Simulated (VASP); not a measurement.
Here is a VASP 6.6.1 calculation.

The input INCAR:

```
ALGO     = Normal         # electronic algorithm
EDIFF    = 1E-6           # SCF threshold, eV
ENCUT    = 520            # plane-wave cutoff, eV
GGA      = PE             # functional
ISIF     = 2              # what is computed and relaxed
ISMEAR   = 0              # smearing method
LASPH    = True           # aspherical terms in the spheres
LCHARG   = False          # write CHGCAR
LREAL    = False          # projectors in reciprocal space
LWAVE    = False          # write WAVECAR
NBANDS   = 8              # bands
NELM     = 100            # most SCF steps
PREC     = Accurate       # precision mode
SIGMA    = 0.1            # smearing width, eV
```

File KPOINTS:

```
k-points
0
Gamma
  14 14 14
```

File POSCAR:

```
Sb
1.0
    3.0790402508      0.0000000000      0.0000000000
    0.0000000000      3.0790402508      0.0000000000
    0.0000000000      0.0000000000      3.0790402508
Sb
1
Direct
    0.0000000000      0.0000000000      0.0000000000
```

Potentials or basis: VASP PAW PBE potentials, release 64 (Sb).

Run with:

```sh
$ cat potpaw_PBE.64/Sb/POTCAR > POTCAR
$ mpirun -np 1 vasp_std > vasp.out
```

**Question.** What does it give for the pressure?

**Answer.** 1.7 GPa.
